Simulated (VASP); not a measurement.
# Rb3Ba (I4/mmm) in VASP: notebook

The runs below take Rb3Ba through single point, with LDA.

Everything below comes from runs of VASP 6.6.1. Logs are shortened: lines on timing, memory, paths and dates and some standing lists are left out, and cuts for length are marked.

**1. The cell of the first run**

Symmetry: I4/mmm, No. 139, tetragonal system. The conventional cell has a = 6.743 Å, b = 6.743 Å, c = 14.743 Å, α = 90.00°, β = 90.00°, γ = 90.00°.

**2. Single point, LDA**

INCAR

```
SYSTEM = Rb3Ba
ALGO = Fast ; EDIFF = 1E-6
ENCUT = 520 ; ISIF = 2
ISMEAR = -1 ; LASPH = .True.
LCHARG = .False. ; LREAL = .False.
LWAVE = .False. ; NBANDS = 26
NELM = 100 ; PREC = Accurate
SIGMA = 0.05
```

KPOINTS

```
k-points
0
Gamma
  5 5 5
  0 0 0
```

POSCAR

```
Rb3Ba
1.0
   -3.3714590000      3.3714590000      7.3713480000
    3.3714590000     -3.3714590000      7.3713480000
    3.3714590000      3.3714590000     -7.3713480000
Ba Rb
1 3
Direct
    0.0000000000      0.0000000000      0.0000000000
    0.5000000000      0.5000000000      0.0000000000
    0.2500000000      0.7500000000      0.5000000000
    0.7500000000      0.2500000000      0.5000000000
```

Potentials or basis: VASP PAW LDA potentials, release 64 (Ba_sv, Rb_sv).

On the command line:

```bash
> cat potpaw_LDA.64/Ba_sv/POTCAR potpaw_LDA.64/Rb_sv/POTCAR > POTCAR
> mpirun -np 1 vasp_std > vasp.out
```

OUTCAR:

```text
SYSTEM = Rb3Ba
   EDIFF = 1E-6
   ENCUT = 520
   ISIF = 2
   ISMEAR = -1
   LASPH = .True.
   LREAL = .False.
   NELM = 100
   PREC = Accurate

 ion  position               nearest neighbor table
   1  0.000  0.000  0.000-   2 4.77   2 4.77   2 4.77   2 4.77   4 5.00   3 5.00   4 5.00   3 5.00
                             4 5.00   4 5.00   3 5.00   3 5.00
   2  0.500  0.500  0.000-   1 4.77   1 4.77   1 4.77   1 4.77   4 5.00   3 5.00   4 5.00   3 5.00
                             3 5.00   3 5.00   4 5.00   4 5.00
   3  0.250  0.750  0.500-   4 4.77   4 4.77   4 4.77   4 4.77   2 5.00   1 5.00   2 5.00   1 5.00
                             1 5.00   1 5.00   2 5.00   2 5.00
   4  0.750  0.250  0.500-   3 4.77   3 4.77   3 4.77   3 4.77   2 5.00   1 5.00   2 5.00   1 5.00
                             2 5.00   2 5.00   1 5.00   1 5.00

  LATTYP: Found a body centered tetragonal cell.
 ALAT       =     6.7429180000
 C/A-ratio  =     2.1863970465

  Lattice vectors:

 A1 = (  -3.3714590000,   3.3714590000,   7.3713480000)
 A2 = (   3.3714590000,  -3.3714590000,   7.3713480000)
 A3 = (   3.3714590000,   3.3714590000,  -7.3713480000)

Analysis of symmetry for initial positions (statically):
=====================================================================
 Subroutine PRICEL returns:
 Original cell was already a primitive cell.

 Routine SETGRP: Setting up the symmetry group for a
 body centered tetragonal supercell.

 Subroutine GETGRP returns: Found 16 space group operations
 (whereof 16 operations were pure point group operations)
 out of a pool of 16 trial point group operations.

The static configuration has the point symmetry D_4h.

Analysis of symmetry for dynamics (positions and initial velocities):
=====================================================================
 Subroutine PRICEL returns:
 Original cell was already a primitive cell.

 Routine SETGRP: Setting up the symmetry group for a
 body centered tetragonal supercell.

 Subroutine GETGRP returns: Found 16 space group operations
 (whereof 16 operations were pure point group operations)
 out of a pool of 16 trial point group operations.

The dynamic configuration has the point symmetry D_4h.

 Subroutine INISYM returns: Found 16 space group operations
 (whereof 16 operations are pure point group operations),
 and found     1 'primitive' translations

----------------------------------------------------------------------------------------

                                     Primitive cell

  volume of cell :     335.1527

  direct lattice vectors                    reciprocal lattice vectors
    -3.371459000  3.371459000  7.371348000     0.000000000  0.148303746  0.067830199
     3.371459000 -3.371459000  7.371348000     0.148303746  0.000000000  0.067830199
     3.371459000  3.371459000 -7.371348000     0.148303746  0.148303746  0.000000000

  length of vectors
     8.778965937  8.778965937  8.778965937     0.163079542  0.163079542  0.209733169

  position of ions in fractional coordinates (direct lattice)
     0.000000000  0.000000000  0.000000000
     0.500000000  0.500000000  0.000000000
     0.250000000  0.750000000  0.500000000
     0.750000000  0.250000000  0.500000000

  ion indices of the primitive-cell ions
   primitive index   ion index
                 1           1
                 2           2
                 3           3
                 4           4

----------------------------------------------------------------------------------------

 KPOINTS: k-points

Automatic generation of k-mesh.
 Grid dimensions read from file:
 generate k-points for:    5    5    5

 Generating k-lattice:

  Cartesian coordinates                     Fractional coordinates (reciprocal lattice)
     0.000000000  0.029660749  0.013566040     0.200000000  0.000000000  0.000000000
     0.029660749  0.000000000  0.013566040     0.000000000  0.200000000  0.000000000
     0.029660749  0.029660749  0.000000000     0.000000000  0.000000000  0.200000000

  Length of vectors
     0.032615908  0.032615908  0.041946634

  Shift w.r.t. Gamma in fractional coordinates (k-lattice)
     0.000000000  0.000000000  0.000000000

 Subroutine IBZKPT returns following result:
 ===========================================

 Found     18 irreducible k-points:

 Following reciprocal coordinates:
            Coordinates               Weight
  0.000000  0.000000  0.000000      1.000000
  0.200000 -0.000000  0.000000      8.000000
  0.400000 -0.000000  0.000000      8.000000
  0.200000  0.200000  0.000000      8.000000
  0.400000  0.200000  0.000000     16.000000
 -0.400000  0.200000 -0.000000     16.000000
[... 10 lines left out ...]
 -0.400000  0.400000  0.400000      4.000000
 -0.400000 -0.400000  0.400000      2.000000
   k-points           NKPTS =     18   k-points in BZ     NKDIM =     18   number of bands    NBANDS=     26
   number of dos      NEDOS =    301   number of ions     NIONS =      4
   total plane-waves  NPLWV = 343000
   dimension x,y,z NGX =    70 NGY =   70 NGZ =   70
   dimension x,y,z NGXF=   140 NGYF=  140 NGZF=  140
   ions per type =               1   3
   NGX,Y,Z   is equivalent  to a cutoff of  13.26, 13.26, 13.26 a.u.
   NGXF,Y,Z  is equivalent  to a cutoff of  26.51, 26.51, 26.51 a.u.
 SYSTEM =  Rb3Ba
   PREC   = accura    normal or accurate (medium, high low for compatibility)
   ISTART =      0    job   : 0-new  1-cont  2-samecut
   ICHARG =      2    charge: 1-file 2-atom 10-const
   ISPIN  =      1    spin polarized calculation?
   LNONCOLLINEAR =      F non collinear calculations
   LSORBIT =      F    spin-orbit coupling
   LASPH  =      T    aspherical Exc in radial PAW
   ENCUT  =  520.0 eV  38.22 Ry    6.18 a.u.  16.32 16.32 16.32*2*pi/ulx,y,z
   NELM   =    100;   NELMIN=  2; NELMDL= -5     # of ELM steps
   EDIFF  = 0.1E-05   stopping-criterion for ELM
   LREAL  =      F    real-space projection
   EDIFFG = 0.1E-04   stopping-criterion for IOM
   NSW    =      0    number of steps for IOM
   IBRION =     -1    ionic relax: 0-MD 1-quasi-New 2-CG
   NFREE  =      0    steps in history (QN), initial steepest desc. (CG)
   ISIF   =      2    stress and relaxation
   ISYM   =      2    0-nonsym 1-usesym 2-fastsym
   POTIM  = 0.5000    time-step for ionic-motion
   TEBEG  =    0.0;   TEEND  =   0.0 temperature during run
   PSTRESS=    0.0 pullay stress
   NELECT =      37.0000    total number of electrons
   NUPDOWN=      -1.0000    fix difference up-down
   EMIN   =  10.00;   EMAX   =-10.00  energy-range for DOS
   EFERMI =   0.00;   METHOD = LEGACY
   ISMEAR =    -1;   SIGMA  =   0.05  broadening in eV -4-tet -1-fermi 0-gaus
   EFERMI_NEDOS =   21; number of points for ismear=-14 and -15
   IALGO  =     68    algorithm
   IMIX   =      4    mixing-type and parameters
     AMIX     =   0.40;   BMIX     =  1.00
     AMIX_MAG =   1.60;   BMIX_MAG =  1.00
  volume/ion in A,a.u.               =      83.79       565.43
  Fermi-wavevector in a.u.,A,eV,Ry     =   0.785346  1.484089  8.391648  0.616769
  Thomas-Fermi vector in A             =   1.889664
   LORBIT       =      0    0 simple, 1 ext, 2 COOP (PROOUT), +10 PAW based schemes
   GGA     = CA    functional components
   LHFCALC =     F    Hartree Fock is set to
   AEXX    =    0.0000 exact exchange contribution
   IVDW    =     0    specifies the selected vdW correction
   LEPSILON=     F    determine dielectric tensor
   LRPA    =     F    only Hartree local field effects (RPA)
 non-spin polarized calculation
 RMM-DIIS sequential band-by-band and
  energy-cutoff  :      520.00
  volume of cell :      335.15
 maximum number of plane-waves:      9064
 NGX is ok and might be reduce to    70
   NGX = 33   NGY = 33   NGZ = 33

 number of electron      37.0000000 magnetization

 Free energy of the ion-electron system (eV)
  ---------------------------------------------------
  ext. energy  EPLUGINS =         0.00000000
  ---------------------------------------------------
  free energy    TOTEN  =        -4.76317315 eV

  energy without entropy =       -4.71776730  energy(sigma->0) =       -4.74047023

 E-fermi :   0.0728     XC(G=0):  -6.1181

 val. band max:        0.0713862540   @ k =  -0.2000  -0.4000   0.2000
 cond. band min:       0.0960723495   @ k =  -0.4000  -0.4000   0.2000
 fundamental gap:      0.0246860955
 Fermi energy:         0.0727580031

 k-point     1 :       0.0000    0.0000    0.0000
  band No.  band energies     occupation
      1     -29.8790      2.00000
      2     -28.4066      2.00000
      3     -28.4006      2.00000
      4     -28.3366      2.00000
      5     -15.0174      2.00000
      6     -15.0076      2.00000
[... 18 lines left out ...]
     25       1.7393      0.00000
     26       1.7485      0.00000

 k-point     2 :       0.2000   -0.0000    0.0000
  band No.  band energies     occupation
      1     -29.8790      2.00000
      2     -28.4060      2.00000
      3     -28.4012      2.00000
      4     -28.3366      2.00000
      5     -15.0173      2.00000
      6     -15.0082      2.00000
[... 18 lines left out ...]
     25       1.6762      0.00000
     26       1.7984      0.00000

 k-point     3 :       0.4000   -0.0000    0.0000
  band No.  band energies     occupation
      1     -29.8790      2.00000
      2     -28.4045      2.00000
      3     -28.4027      2.00000
      4     -28.3366      2.00000
      5     -15.0171      2.00000
      6     -15.0090      2.00000
[... 18 lines left out ...]
     25       1.8631      0.00000
     26       1.9319      0.00000

 k-point     4 :       0.2000    0.2000    0.0000
  band No.  band energies     occupation
      1     -29.8790      2.00000
      2     -28.4056      2.00000
      3     -28.4016      2.00000
      4     -28.3366      2.00000
      5     -15.0171      2.00000
      6     -15.0085      2.00000
[... 18 lines left out ...]
     25       1.7115      0.00000
     26       1.9101      0.00000
[... 322 lines left out ...]
      1     -29.8790      2.00000
      2     -28.4066      2.00000
      3     -28.4006      2.00000
      4     -28.3366      2.00000
      5     -15.0172      2.00000
      6     -15.0077      2.00000
[... 18 lines left out ...]
     25       1.7556      0.00000
     26       1.7578      0.00000

 k-point    17 :      -0.4000    0.4000    0.4000
  band No.  band energies     occupation
      1     -29.8790      2.00000
      2     -28.4060      2.00000
      3     -28.4012      2.00000
      4     -28.3366      2.00000
      5     -15.0169      2.00000
      6     -15.0082      2.00000
[... 18 lines left out ...]
     25       1.8191      0.00000
     26       2.1305      0.00000

 k-point    18 :      -0.4000   -0.4000    0.4000
  band No.  band energies     occupation
      1     -29.8790      2.00000
      2     -28.4066      2.00000
      3     -28.4006      2.00000
      4     -28.3366      2.00000
      5     -15.0170      2.00000
      6     -15.0077      2.00000
[... 18 lines left out ...]
     25       1.7806      0.00000
     26       1.8071      0.00000

------------------------ aborting loop because EDIFF is reached ----------------------------------------

  FORCE on cell =-STRESS in cart. coord.  units (eV):
  Direction    XX          YY          ZZ          XY          YZ          ZX
  --------------------------------------------------------------------------------------
  -------------------------------------------------------------------------------------
  Total       -1.2090096     -1.2090096     -1.2890702      0.0000000     -0.0000000      0.0000000
  in kB       -5.7795986     -5.7795986     -6.1623231      0.0000000     -0.0000000      0.0000000
  external PRESSURE =      -5.9071734 kB  Pullay stress =       0.0000000 kB

 VOLUME and BASIS-vectors are now :
 -----------------------------------------------------------------------------
  energy-cutoff  :      520.00
  volume of cell :      335.15
      direct lattice vectors                 reciprocal lattice vectors
    -3.371459000  3.371459000  7.371348000     0.000000000  0.148303746  0.067830199
     3.371459000 -3.371459000  7.371348000     0.148303746  0.000000000  0.067830199
     3.371459000  3.371459000 -7.371348000     0.148303746  0.148303746  0.000000000

 POSITION                                       TOTAL-FORCE (eV/Angst)
 -----------------------------------------------------------------------------------
      0.00000      0.00000      0.00000         0.000000      0.000000      0.000000
      0.00000      0.00000      7.37135         0.000000      0.000000      0.000000
      3.37146     -0.00000      3.68567         0.000000     -0.000000      0.000000
     -0.00000      3.37146      3.68567        -0.000000      0.000000     -0.000000
 -----------------------------------------------------------------------------------
    total drift:                               -0.000000     -0.000000      0.000000

  FREE ENERGIE OF THE ION-ELECTRON SYSTEM (eV)
  ---------------------------------------------------
  free  energy   TOTEN  =        -4.7631731490 eV

  energy  without entropy=       -4.7177673049  energy(sigma->0) =       -4.74047023
```

Wall time 4.2 min (1 thread of Intel Xeon 6975P-C (Granite Rapids), shared host); peak memory 0.55 GiB.

What came out:

```
Free energy            : -4.7632 eV
Pressure               : -0.6 GPa
Band gap on the k mesh : zero (an odd number of electrons rules out a gap without spin polarisation)
```

Caveat: spin-orbit coupling is left out, which moves the levels of the heavy elements.

**3. Single point, LDA**

INCAR

```
PREC     = Accurate       # precision mode
ENCUT    = 520            # plane-wave cutoff, eV
EDIFF    = 1E-6           # SCF threshold, eV
ISMEAR   = -1             # smearing method
SIGMA    = 0.05           # smearing width, eV
LREAL    = F              # projectors in reciprocal space
LASPH    = T              # aspherical terms in the spheres
NELM     = 80             # most SCF steps
ALGO     = Fast           # electronic algorithm
ISIF     = 2              # what is computed and relaxed
LWAVE    = F              # write WAVECAR
LCHARG   = T              # write CHGCAR
LELF     = T              # ELF
LVHAR    = T            
NBANDS   = 26             # bands
```

KPOINTS

```
regular mesh
0
Gamma
  6 6 6
```

POSCAR is that of step 2.

Potentials or basis: VASP PAW LDA potentials, release 64 (Ba_sv, Rb_sv).

On the command line:

```bash
> cat potpaw_LDA.64/Ba_sv/POTCAR potpaw_LDA.64/Rb_sv/POTCAR > POTCAR
> mpirun -np 1 vasp_std > vasp.out
```

It took 7.3 min on 1 thread of Intel Xeon 6975P-C (Granite Rapids), shared host; peak memory 0.63 GiB.

It converged, with:

```
Free energy            : -4.7582 eV
Pressure               : -0.6 GPa
Band gap on the k mesh : zero (an odd number of electrons rules out a gap without spin polarisation)
```

Levels at points of the mesh, in eV from the Fermi level:
| k point | band 15 | band 16 | band 17 | band 18 | band 19 | band 20 | band 21 | band 22 |
| --- | --- | --- | --- | --- | --- | --- | --- | --- |
| (0.00, 0.00, 0.00) | -12.56 | -12.55 | -2.20 | -0.01 | 0.29 | 0.80 | 0.80 | 0.85 |
| (0.50, 0.00, 0.00) | -12.56 | -12.55 | -1.14 | -0.82 | 0.10 | 0.45 | 0.63 | 0.85 |
| (0.50, 0.50, 0.00) | -12.56 | -12.55 | -0.51 | -0.25 | -0.21 | -0.18 | 0.69 | 0.70 |
| (0.50, 0.50, 0.50) | -12.56 | -12.56 | -1.50 | -1.15 | 0.02 | 0.34 | 0.78 | 0.78 |

Caveat: spin-orbit coupling is left out, which moves the levels of the heavy elements.

**4. Single point, LDA**

INCAR

```
PREC = Accurate
ENCUT = 520
EDIFF = 1E-6
ISMEAR = -1
SIGMA = 0.05
LREAL = F
LASPH = T
NELM = 100
ALGO = Fast
ISIF = 2
LWAVE = F
LCHARG = F
GGA = CA
NBANDS = 26
```

KPOINTS

```
regular mesh
0
Gamma
  8 8 8
```

POSCAR is that of step 3.

On the command line:

```bash
> cat potpaw_LDA.64/Ba_sv/POTCAR potpaw_LDA.64/Rb_sv/POTCAR > POTCAR
> mpirun -np 1 vasp_std > vasp.out
```

Run time: 14 min. Hardware: 1 thread of Intel Xeon 6975P-C (Granite Rapids), shared host; peak memory 0.79 GiB.

The run converged. Its results:

* Free energy: -4.7596 eV
* Pressure: -0.6 GPa
* Band gap on the k mesh: zero (an odd number of electrons rules out a gap without spin polarisation)

Levels at points of the mesh, in eV from the Fermi level:
| k point | band 17 | band 18 | band 19 | band 20 | band 21 | band 22 |
| --- | --- | --- | --- | --- | --- | --- |
| (0.00, 0.00, 0.00) | -2.20 | -0.01 | 0.28 | 0.80 | 0.80 | 0.85 |
| (0.50, 0.00, 0.00) | -1.14 | -0.82 | 0.10 | 0.45 | 0.62 | 0.84 |
| (0.50, 0.50, 0.00) | -0.52 | -0.26 | -0.22 | -0.19 | 0.68 | 0.69 |
| (0.50, 0.50, 0.50) | -1.50 | -1.15 | 0.02 | 0.33 | 0.78 | 0.78 |

Caveat: spin-orbit coupling is left out, which moves the levels of the heavy elements.

**5. Single point, LDA**

INCAR

```
SYSTEM = Rb3Ba
PREC = Accurate
ENCUT = 520
EDIFF = 1E-6
ISMEAR = -1
SIGMA = 0.05
LREAL = .FALSE.
LASPH = .TRUE.
NELM = 80
ALGO = Fast
ISIF = 2
LWAVE = .FALSE.
LCHARG = .FALSE.
NBANDS = 26
```

KPOINTS

```
regular mesh
0
G
  9 9 9
  0 0 0
```

POSCAR is that of step 4.

On the command line:

```bash
> cat potpaw_LDA.64/Ba_sv/POTCAR potpaw_LDA.64/Rb_sv/POTCAR > POTCAR
> mpirun -np 1 vasp_std > vasp.out
```

It took 17 min on 1 thread of Intel Xeon 6975P-C (Granite Rapids), shared host; peak memory 0.89 GiB.

Results (log left out):

| Quantity | Value |
| --- | --- |
| Free energy | -4.7592 eV |
| Pressure | -0.6 GPa |
| Band gap on the k mesh | zero (an odd number of electrons rules out a gap without spin polarisation) |

Levels at points of the mesh, in eV from the Fermi level:
```
           k point  band 16  band 17  band 18  band 19  band 20  band 21
(0.00, 0.00, 0.00)   -12.55    -2.20    -0.01     0.28     0.80     0.80
```

Caveat: spin-orbit coupling is left out, which moves the levels of the heavy elements.

**6. The runs side by side**

| k mesh | gap on the mesh (eV) | pressure (GPa) |
| --- | --- | --- |
| 5 × 5 × 5 | none | -0.6 |
| 6 × 6 × 6 | none | -0.6 |
| 8 × 8 × 8 | none | -0.6 |
| 9 × 9 × 9 | none | -0.6 |

Alike in all rows: task single point; level LDA; potentials or basis VASP PAW LDA potentials, release 64 (Ba_sv, Rb_sv); no spin polarisation; cell as given; cutoff (eV) 520; smearing fermi-dirac 0.05 eV.

Caveats: spin-orbit coupling is left out, which moves the levels of the heavy elements.

Absolute energies hang on the potentials; compare differences alone.

The gap in the log of VASP goes by the Fermi energy; the results here count the filled bands.